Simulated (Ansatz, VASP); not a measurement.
**Two plane-wave programs on W**

```
W
1.0
    -1.56136    1.59730    1.56136
     1.63324   -1.59730    1.63324
     1.56136    1.59730   -1.56136
W
1
Direct
  0.00000 0.00000 0.00000
```

Change from the starting cell: strain +0.0450 x Voigt [0, 0, 0, 0, 1, 0], atoms carried along.

Alike in both runs: task single point; functional LDA; k mesh 20 × 20 × 20; occupations gaussian, width 0.15 eV; no spin polarisation.

|  | VASP | Ansatz |
| --- | --- | --- |
| version | VASP 6.6.1 | Ansatz 0.2.0 |
| potentials or method | VASP PAW LDA potentials, release 64 (W_sv), cutoff 520 eV | scalar-relativistic, plane waves, PAW |
| valence electrons in the cell | 14 | 14 |

```tsv
	VASP	Ansatz	Ansatz less VASP
gap on the k mesh at the Fermi level (eV)	none	none	-
pressure (GPa)	-14.7	-16.3	-1.57
traceless stress, the component that is largest in VASP (GPa)	-5.79	-5.68	+0.117
```

LDA's correlation is that of Perdew and Zunger in VASP and of Perdew and Wang (1992) in Ansatz. A gap of «none» marks a metal or a gap that the smearing closes.

Spin-orbit coupling is off throughout.
